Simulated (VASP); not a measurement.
# B (P6_3/mmc) in VASP: notebook

Runs on B. Level: PBEsol. Tasks: single point, relaxation of cell and atoms.

Program: VASP 6.6.1. These are calculated values, not measurements. Logs are shortened: lines on timing, memory, paths and dates and some standing lists are left out, and cuts for length are marked.

## Step 1: The cell of the first run

The structure is hexagonal, space group P6_3/mmc (No. 194). Conventional cell: a = 1.849 Å, b = 1.849 Å, c = 4.353 Å, α = 90.00°, β = 90.00°, γ = 120.00°. B (site symmetry -6m2) has 12 B at 1.85 to 2.42 Å within 2.5 Å.

This isn't the form of B at room conditions, which is rhombohedral.

## Step 2: Single point, PBEsol

INCAR reads:

```
SYSTEM = B
  PREC = Accurate
  ENCUT = 500
  EDIFF = 1E-6
  ISMEAR = 0
  SIGMA = 0.1
  LREAL = .False.
  LASPH = .True.
  NELM = 120
  ALGO = Normal
  ISIF = 2
  LWAVE = .False.
  LCHARG = .False.
  GGA = PS
  NBANDS = 10
  GGA_COMPAT = .False.
```

KPOINTS reads:

```
regular mesh
0
Gamma
  9 9 6
  0 0 0
```

POSCAR reads:

```
B
1.0
    1.8488698542      0.0000000000      0.0000000000
   -0.9244349271      1.6011682620      0.0000000000
    0.0000000000      0.0000000000      4.3525530122
B
2
Direct
    0.3333333333      0.6666666667      0.2500000000
    0.6666666667      0.3333333333      0.7500000000
```

Potentials or basis: VASP PAW PBE potentials, release 64 (B).

Started as:

```sh
cat potpaw_PBE.64/B/POTCAR > POTCAR
mpirun -np 1 vasp_std > vasp.out
```

OUTCAR:

```text
SYSTEM = B
   PREC = Accurate
   ENCUT = 500
   EDIFF = 1E-6
   ISMEAR = 0
   LREAL = .False.
   LASPH = .True.
   NELM = 120
   ISIF = 2
   GGA = PS

 ion  position               nearest neighbor table
   1  0.333  0.667  0.250-
   2  0.667  0.333  0.750-

  LATTYP: Found a hexagonal cell.
 ALAT       =     1.8488698542
 C/A-ratio  =     2.3541694957

  Lattice vectors:

 A1 = (   1.8488698542,   0.0000000000,   0.0000000000)
 A2 = (  -0.9244349271,   1.6011682620,   0.0000000000)
 A3 = (   0.0000000000,   0.0000000000,   4.3525530122)

Analysis of symmetry for initial positions (statically):
=====================================================================
 Subroutine PRICEL returns:
 Original cell was already a primitive cell.

 Routine SETGRP: Setting up the symmetry group for a
 hexagonal supercell.

 Subroutine GETGRP returns: Found 24 space group operations
 (whereof 12 operations were pure point group operations)
 out of a pool of 24 trial point group operations.

The static configuration has the point symmetry D_3d.
 The point group associated with its full space group is D_6h.

Analysis of symmetry for dynamics (positions and initial velocities):
=====================================================================
 Subroutine PRICEL returns:
 Original cell was already a primitive cell.

 Routine SETGRP: Setting up the symmetry group for a
 hexagonal supercell.

 Subroutine GETGRP returns: Found 24 space group operations
 (whereof 12 operations were pure point group operations)
 out of a pool of 24 trial point group operations.

The dynamic configuration has the point symmetry D_3d.
 The point group associated with its full space group is D_6h.

 Subroutine INISYM returns: Found 24 space group operations
 (whereof 12 operations are pure point group operations),
 and found     1 'primitive' translations

----------------------------------------------------------------------------------------

                                     Primitive cell

  volume of cell :      12.8851

  direct lattice vectors                    reciprocal lattice vectors
     1.848869854  0.000000000  0.000000000     0.540870953  0.312271990  0.000000000
    -0.924434927  1.601168262  0.000000000     0.000000000  0.624543981  0.000000000
     0.000000000  0.000000000  4.352553012     0.000000000  0.000000000  0.229750217

  length of vectors
     1.848869854  1.848869854  4.352553012     0.624543981  0.624543981  0.229750217

  position of ions in fractional coordinates (direct lattice)
     0.333333333  0.666666667  0.250000000
     0.666666667  0.333333333  0.750000000

  ion indices of the primitive-cell ions
   primitive index   ion index
                 1           1
                 2           2

----------------------------------------------------------------------------------------

 KPOINTS: regular mesh

Automatic generation of k-mesh.
 Grid dimensions read from file:
 generate k-points for:    9    9    6

 Generating k-lattice:

  Cartesian coordinates                     Fractional coordinates (reciprocal lattice)
     0.060096773  0.034696888  0.000000000     0.111111111 -0.000000000  0.000000000
     0.000000000  0.069393776  0.000000000     0.000000000  0.111111111  0.000000000
     0.000000000  0.000000000  0.038291703     0.000000000  0.000000000  0.166666667

  Length of vectors
     0.069393776  0.069393776  0.038291703

  Shift w.r.t. Gamma in fractional coordinates (k-lattice)
     0.000000000  0.000000000  0.000000000

 Subroutine IBZKPT returns following result:
 ===========================================

 Found     48 irreducible k-points:

 Following reciprocal coordinates:
            Coordinates               Weight
  0.000000  0.000000  0.000000      1.000000
  0.111111  0.000000  0.000000      6.000000
  0.222222  0.000000  0.000000      6.000000
  0.333333  0.000000  0.000000      6.000000
  0.444444  0.000000  0.000000      6.000000
  0.111111  0.111111  0.000000      6.000000
[... 16 lines left out ...]
  0.333333  0.222222  0.166667     24.000000
  0.333333  0.333333  0.166667      4.000000
 [... further k-points ...]
   k-points           NKPTS =     48   k-points in BZ     NKDIM =     48   number of bands    NBANDS=     10
   number of dos      NEDOS =    301   number of ions     NIONS =      2
   total plane-waves  NPLWV =   6272
   dimension x,y,z NGX =    14 NGY =   14 NGZ =   32
   dimension x,y,z NGXF=    28 NGYF=   28 NGZF=   64
   ions per type =               2
   NGX,Y,Z   is equivalent  to a cutoff of  12.59, 12.59, 12.22 a.u.
   NGXF,Y,Z  is equivalent  to a cutoff of  25.18, 25.18, 24.44 a.u.
 SYSTEM =  B
   PREC   = accura    normal or accurate (medium, high low for compatibility)
   ISTART =      0    job   : 0-new  1-cont  2-samecut
   ICHARG =      2    charge: 1-file 2-atom 10-const
   ISPIN  =      1    spin polarized calculation?
   LNONCOLLINEAR =      F non collinear calculations
   LSORBIT =      F    spin-orbit coupling
   LASPH  =      T    aspherical Exc in radial PAW
   ENCUT  =  500.0 eV  36.75 Ry    6.06 a.u.   3.37  3.37  7.94*2*pi/ulx,y,z
   NELM   =    120;   NELMIN=  2; NELMDL= -5     # of ELM steps
   EDIFF  = 0.1E-05   stopping-criterion for ELM
   LREAL  =      F    real-space projection
   EDIFFG = 0.1E-04   stopping-criterion for IOM
   NSW    =      0    number of steps for IOM
   IBRION =     -1    ionic relax: 0-MD 1-quasi-New 2-CG
   NFREE  =      0    steps in history (QN), initial steepest desc. (CG)
   ISIF   =      2    stress and relaxation
   ISYM   =      2    0-nonsym 1-usesym 2-fastsym
   POTIM  = 0.5000    time-step for ionic-motion
   TEBEG  =    0.0;   TEEND  =   0.0 temperature during run
   PSTRESS=    0.0 pullay stress
   NELECT =       6.0000    total number of electrons
   NUPDOWN=      -1.0000    fix difference up-down
   EMIN   =  10.00;   EMAX   =-10.00  energy-range for DOS
   EFERMI =   0.00;   METHOD = LEGACY
   ISMEAR =     0;   SIGMA  =   0.10  broadening in eV -4-tet -1-fermi 0-gaus
   EFERMI_NEDOS =   21; number of points for ismear=-14 and -15
   IALGO  =     38    algorithm
   IMIX   =      4    mixing-type and parameters
     AMIX     =   0.40;   BMIX     =  1.00
     AMIX_MAG =   1.60;   BMIX_MAG =  1.00
  volume/ion in A,a.u.               =       6.44        43.48
  Fermi-wavevector in a.u.,A,eV,Ry     =   1.268906  2.397885 21.907046  1.610122
  Thomas-Fermi vector in A             =   2.401976
   LORBIT       =      0    0 simple, 1 ext, 2 COOP (PROOUT), +10 PAW based schemes
   GGA     = PS    functional components
   LHFCALC =     F    Hartree Fock is set to
   AEXX    =    0.0000 exact exchange contribution
   IVDW    =     0    specifies the selected vdW correction
   LEPSILON=     F    determine dielectric tensor
   LRPA    =     F    only Hartree local field effects (RPA)
 non-spin polarized calculation
 Gauss-broadening in eV      SIGMA  =   0.10
  energy-cutoff  :      500.00
  volume of cell :       12.89
 maximum number of plane-waves:       342
 NGX is ok and might be reduce to    14
   NGX =  7   NGY =  7   NGZ = 15

 number of electron       6.0000000 magnetization

 Free energy of the ion-electron system (eV)
  ---------------------------------------------------
  ext. energy  EPLUGINS =         0.00000000
  ---------------------------------------------------
  free energy    TOTEN  =       -11.71149221 eV

  energy without entropy =      -11.70997133  energy(sigma->0) =      -11.71073177

 E-fermi :   9.0813     XC(G=0): -12.5476

 val. band max:        8.9955115174   @ k =   0.3333   0.2222   0.5000
 cond. band min:       9.3336612731   @ k =   0.4444   0.0000   0.3333
 fundamental gap:      0.3381497557
 Fermi energy:         9.0812875220

 k-point     1 :       0.0000    0.0000    0.0000
  band No.  band energies     occupation
      1      -8.8746      2.00000
      2      -2.9771      2.00000
      3      -1.6430      2.00000
      4      13.0698      0.00000
      5      23.8553      0.00000
      6      28.7088      0.00000
      7      28.7088      0.00000
      8      29.3317      0.00000
      9      29.3317      0.00000
     10      44.0774      0.00000

 k-point     2 :       0.1111    0.0000    0.0000
  band No.  band energies     occupation
      1      -8.3170      2.00000
      2      -2.5430      2.00000
      3      -0.9482      2.00000
      4      13.6440      0.00000
      5      23.1946      0.00000
      6      26.3210      0.00000
      7      27.2133      0.00000
      8      28.3578      0.00000
      9      28.9148      0.00000
     10      42.0237      0.00000

 k-point     3 :       0.2222    0.0000    0.0000
  band No.  band energies     occupation
      1      -6.6557      2.00000
      2      -1.2610      2.00000
      3       1.1242      2.00000
      4      15.2406      0.00000
      5      19.3490      0.00000
      6      21.5377      0.00000
      7      24.6077      0.00000
      8      26.1666      0.00000
      9      28.5298      0.00000
     10      34.5223      0.00000

 k-point     4 :       0.3333    0.0000    0.0000
  band No.  band energies     occupation
      1      -3.9514      2.00000
      2       0.7048      2.00000
      3       4.5206      2.00000
      4      13.2356      0.00000
      5      16.4344      0.00000
      6      16.9890      0.00000
      7      22.4642      0.00000
      8      24.2031      0.00000
      9      26.8959      0.00000
     10      29.9116      0.00000
[... 222 lines left out ...]
 k-point    22 :       0.2222    0.2222    0.1667
  band No.  band energies     occupation
      1      -2.1274      2.00000
      2       1.4068      2.00000
      3       7.4726      2.00000
      4      13.1239      0.00000
      5      14.2505      0.00000
      6      16.8187      0.00000
      7      18.1901      0.00000
      8      18.3141      0.00000
      9      28.4639      0.00000
     10      29.6078      0.00000

 k-point    23 :       0.3333    0.2222    0.1667
  band No.  band energies     occupation
      1       1.4184      2.00000
      2       3.8255      2.00000
      3       8.5648      2.00000
      4      10.0562      0.00000
      5      11.6073      0.00000
      6      15.9952      0.00000
      7      16.5631      0.00000
      8      17.1949      0.00000
      9      24.4555      0.00000
     10      30.0545      0.00000

 k-point    24 :       0.3333    0.3333    0.1667
  band No.  band energies     occupation
      1       4.9578      2.00000
      2       5.7397      2.00000
      3       5.7397      2.00000
      4       7.5945      2.00000
      5      14.2407      0.00000
      6      14.2407      0.00000
      7      16.0597      0.00000
      8      16.0597      0.00000
      9      22.2812      0.00000
     10      31.9127      0.00000

 [... further k-points ...]

------------------------ aborting loop because EDIFF is reached ----------------------------------------

  FORCE on cell =-STRESS in cart. coord.  units (eV):
  Direction    XX          YY          ZZ          XY          YZ          ZX
  --------------------------------------------------------------------------------------
  -------------------------------------------------------------------------------------
  Total        0.0455155      0.0455155     -0.0349544      0.0000000      0.0000000     -0.0000000
  in kB        5.6595617      5.6595617     -4.3463507      0.0000000      0.0000000     -0.0000000
  external PRESSURE =       2.3242575 kB  Pullay stress =       0.0000000 kB

 VOLUME and BASIS-vectors are now :
 -----------------------------------------------------------------------------
  energy-cutoff  :      500.00
  volume of cell :       12.89
      direct lattice vectors                 reciprocal lattice vectors
     1.848869854  0.000000000  0.000000000     0.540870953  0.312271990  0.000000000
    -0.924434927  1.601168262  0.000000000     0.000000000  0.624543981  0.000000000
     0.000000000  0.000000000  4.352553012     0.000000000  0.000000000  0.229750217

 POSITION                                       TOTAL-FORCE (eV/Angst)
 -----------------------------------------------------------------------------------
     -0.00000      1.06745      1.08814         0.000000     -0.000000      0.000000
      0.92443      0.53372      3.26441        -0.000000      0.000000      0.000000
 -----------------------------------------------------------------------------------
    total drift:                                0.000000     -0.000000      0.000000

  FREE ENERGIE OF THE ION-ELECTRON SYSTEM (eV)
  ---------------------------------------------------
  free  energy   TOTEN  =       -11.7114922094 eV

  energy  without entropy=      -11.7099713251  energy(sigma->0) =      -11.71073177
```

It took 2 s on 1 thread of Intel Xeon 6975P-C (Granite Rapids), shared host; peak memory 0.11 GiB.

Results:

```
Free energy            : -11.7115 eV
Pressure               : 0.2 GPa
Band gap on the k mesh : zero (bands 3 and 4 overlap by 6.15 eV)
```

Stress tensor (GPa, compression positive):
```
 0.57  0.00  0.00
 0.00  0.57  0.00
 0.00  0.00 -0.43
```

Levels at points of the mesh, in eV from the Fermi level:
```
           k point  band 1  band 2  band 3  band 4  band 5  band 6  band 7
(0.00, 0.00, 0.00)  -17.96  -12.06  -10.72    3.99   14.77   19.63   19.63
(0.00, 0.00, 0.50)  -16.33  -16.33   -3.40   -3.40   19.94   19.94   19.94
```

Caveat: the k points lie up to 0.44 Å⁻¹ apart, too coarse for converged energies and pressures of a metal; the PAW data sets were made with another functional, which shifts forces and pressure a little.

## Step 3: Single point, PBEsol

This run uses another cell than the first one, of 7.62 Å³/atom.

INCAR reads:

```
SYSTEM = B
PREC = Accurate
ENCUT = 500
EDIFF = 1E-6
ISMEAR = 0
SIGMA = 0.1
LREAL = .FALSE.
LASPH = .TRUE.
NELM = 120
ALGO = Normal
ISIF = 2
LWAVE = .FALSE.
LCHARG = .FALSE.
GGA = PS
NBANDS = 10
GGA_COMPAT = .FALSE.
```

KPOINTS reads:

```
Automatic mesh
0
G
  9 9 6
  0 0 0
```

POSCAR reads:

```
B
1.0
    2.2130123495      0.0000000000      0.0000000000
   -1.1065061747      1.9165249135      0.0000000000
    0.0000000000      0.0000000000      3.5918362432
B
2
Direct
    0.3333333333      0.6666666667      0.2500000000
    0.6666666667      0.3333333333      0.7500000000
```

Potentials or basis: VASP PAW PBE potentials, release 64 (B).

Started as:

```sh
cat potpaw_PBE.64/B/POTCAR > POTCAR
mpirun -np 1 vasp_std > vasp.out
```

OUTCAR:

```text
SYSTEM = B
   PREC = Accurate
   ENCUT = 500
   EDIFF = 1E-6
   ISMEAR = 0
   LREAL = .FALSE.
   LASPH = .TRUE.
   NELM = 120
   ISIF = 2
   GGA = PS

 ion  position               nearest neighbor table
   1  0.333  0.667  0.250-
   2  0.667  0.333  0.750-

  LATTYP: Found a hexagonal cell.
 ALAT       =     2.2130123495
 C/A-ratio  =     1.6230529595

  Lattice vectors:

 A1 = (   2.2130123495,   0.0000000000,   0.0000000000)
[... 496 lines left out ...]
     10      34.9990      0.00000

 [... further k-points ...]

------------------------ aborting loop because EDIFF is reached ----------------------------------------

  FORCE on cell =-STRESS in cart. coord.  units (eV):
  Direction    XX          YY          ZZ          XY          YZ          ZX
  --------------------------------------------------------------------------------------
  -------------------------------------------------------------------------------------
  Total       -4.2020904     -4.2020904     -2.6459971     -0.0000000      0.0000000      0.0000000
  in kB     -441.9377843   -441.9377842   -278.2819931     -0.0000000      0.0000000      0.0000000
  external PRESSURE =    -387.3858539 kB  Pullay stress =       0.0000000 kB

 VOLUME and BASIS-vectors are now :
 -----------------------------------------------------------------------------
  energy-cutoff  :      500.00
  volume of cell :       15.23
      direct lattice vectors                 reciprocal lattice vectors
     2.213012350  0.000000000  0.000000000     0.451872761  0.260888860  0.000000000
    -1.106506175  1.916524913  0.000000000     0.000000000  0.521777720  0.000000000
     0.000000000  0.000000000  3.591836243     0.000000000  0.000000000  0.278409129

 POSITION                                       TOTAL-FORCE (eV/Angst)
 -----------------------------------------------------------------------------------
     -0.00000      1.27768      0.89796        -0.000000      0.000000      0.000000
      1.10651      0.63884      2.69388         0.000000     -0.000000      0.000000
 -----------------------------------------------------------------------------------
    total drift:                                0.000000     -0.000000      0.000000

  FREE ENERGIE OF THE ION-ELECTRON SYSTEM (eV)
  ---------------------------------------------------
  free  energy   TOTEN  =       -10.6112544466 eV

  energy  without entropy=      -10.6071882572  energy(sigma->0) =      -10.60922135
```

OSZICAR:

```text
N       E                     dE             d eps       ncg     rms          rms(c)
DAV:   1    -0.182655884759E+01   -0.18266E+01   -0.28104E+03  1000   0.504E+02
DAV:   2    -0.104861937575E+02   -0.86596E+01   -0.82366E+01  1382   0.750E+01
DAV:   3    -0.106236146015E+02   -0.13742E+00   -0.13644E+00  1110   0.691E+00
DAV:   4    -0.106237895286E+02   -0.17493E-03   -0.17485E-03  1042   0.226E-01
DAV:   5    -0.106237895555E+02   -0.26976E-07   -0.27929E-07  1084   0.391E-03    0.174E+00
DAV:   6    -0.106156008859E+02    0.81887E-02   -0.21387E-03  1022   0.383E-01    0.102E+00
DAV:   7    -0.106112551911E+02    0.43457E-02   -0.45986E-03  1014   0.560E-01    0.415E-02
DAV:   8    -0.106112553276E+02   -0.13654E-06   -0.12353E-05  1078   0.260E-02    0.641E-03
DAV:   9    -0.106112543079E+02    0.10197E-05   -0.10605E-07   656   0.300E-03    0.760E-04
DAV:  10    -0.106112544466E+02   -0.13869E-06   -0.55247E-09   552   0.517E-04
   1 F= -.10611254E+02 E0= -.10609221E+02  d E =-.406619E-02
```

stdout:

```text
POSCAR found type information on POSCAR B
 POSCAR found :  1 types and       2 ions
 scaLAPACK will be used
 -----------------------------------------------------------------------------
|                                                                             |
|                                                                             |
|     You enforced a specific xc type in the INCAR file but a different       |
|     I HOPE YOU KNOW WHAT YOU ARE DOING!                                     |
|                                                                             |
 -----------------------------------------------------------------------------

 LDA part: xc-table for (Slater+PW92), standard interpolation
 POSCAR, INCAR and KPOINTS ok, starting setup
 FFT: planning ... GRIDC
 FFT: planning ... GRID_SOFT
 FFT: planning ... GRID
 WAVECAR not read
 entering main loop
```

Run time: 2.4 s. Hardware: 1 thread of Intel Xeon 6975P-C (Granite Rapids), shared host; peak memory 0.12 GiB.

Results:

| Property | Result |
| --- | --- |
| Free energy | -10.6113 eV |
| Pressure | -38.7 GPa |
| Band gap on the k mesh | zero (bands 3 and 4 overlap by 8.93 eV) |

Levels at points of the mesh, in eV from the Fermi level:
```tsv
k point	band 1	band 2	band 3	band 4	band 5	band 6	band 7	band 8
(0.00, 0.00, 0.00)	-16.05	-7.64	-5.02	10.42	10.42	12.69	12.69	13.09
(0.00, 0.00, 0.50)	-13.66	-13.66	5.05	5.05	11.58	11.58	11.58	11.58
```

Caveat: the k points lie up to 0.36 Å⁻¹ apart, too coarse for converged energies and pressures of a metal; the PAW data sets were made with another functional, which shifts forces and pressure a little.

[end of part 1 of 2]
